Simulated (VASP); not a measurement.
A run of VASP 6.6.1 is set up as follows.

INCAR

```
SYSTEM = Gd
ALGO = Normal
EDIFF = 1E-7
ENCUT = 520
GGA = PS
ISIF = 2
ISMEAR = -1
ISPIN = 2
LASPH = .True.
LCHARG = .False.
LMAXMIX = 6
LORBIT = 11
LREAL = .False.
LWAVE = .False.
MAGMOM = 8.8
NBANDS = 19
NELM = 150
NUPDOWN = 8.8
PREC = Accurate
SIGMA = 0.05
```

Contents of KPOINTS:

```
k-points
0
Gamma
  8 8 8
  0 0 0
```

Contents of POSCAR:

```
Gd
1.0
   -2.0250000000      2.0250000000      2.0250000000
    2.0250000000     -2.0250000000      2.0250000000
    2.0250000000      2.0250000000     -2.0250000000
Gd
1
Direct
    0.0000000000      0.0000000000      0.0000000000
```

Potentials or basis: VASP PAW PBE potentials, release 64 (Gd).

Command:

```sh
$ cat potpaw_PBE.64/Gd/POTCAR > POTCAR
$ mpirun -np 1 vasp_std > vasp.out
```

(1) Predict the pressure.

Results:

(1) 0.1 GPa.

Caveat: the PAW data sets were made with another functional, which shifts forces and pressure a little; the total moment is fixed, so each spin has its own Fermi level.
